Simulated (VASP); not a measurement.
Runs of VASP 6.6.1 on Al3BN2. The structure is that of space group P6/mmm (No. 191), or close to it. The cells are those of the table. The cell was generated, and may not be a known phase.

| task | spin | cell | k mesh | cutoff (eV) | gap on the mesh (eV) | pressure (GPa) | moment (μB) | relaxed volume (Å³/atom) |
| --- | --- | --- | --- | --- | --- | --- | --- | --- |
| single point | collinear, ferromagnetic start | a = 5.077, b = 5.077, c = 3.030 Å, angles 90.0, 90.0, 120.0°, 6 atoms | 6 × 6 × 6 | 520 | none | (b) | 0.00 | - |
| relaxation of cell and atoms | off | relaxed from a = 5.077, b = 5.077, c = 3.030 Å, angles 90.0, 90.0, 120.0°, 6 atoms | 6 × 6 × 6 | 600 | none | 0.0 | - | 10.65 |
| single point | collinear, ferromagnetic start | a = 5.283, b = 5.283, c = 2.646 Å, angles 90.0, 90.0, 120.0°, 6 atoms | 6 × 6 × 6 | 520 | none | -0.2 | (a) | - |
| single point | off | a = 5.283, b = 5.283, c = 2.646 Å, angles 90.0, 90.0, 120.0°, 6 atoms | 6 × 6 × 6 | 520 | none | -0.2 | - | - |
| relaxation of cell and atoms | off | relaxed from a = 5.283, b = 5.283, c = 2.646 Å, angles 90.0, 90.0, 120.0°, 6 atoms | 12 × 12 × 14 | 600 | none | 0.0 | - | 10.61 |

Alike in all rows: level PBE; potentials or basis VASP PAW PBE potentials, release 64 (Al, B, N); smearing gaussian 0.1 eV.

Question: Estimate the missing entries.

Answer: (a) 0.01; (b) -5.0.

Caveats: some runs use coarse meshes; semilocal functionals underestimate gaps, and a narrow one can read as zero; the stress differs along the axes, from -51 to 18 GPa (at least some runs).

A gap of «none» marks levels without a gap at the run's occupations.
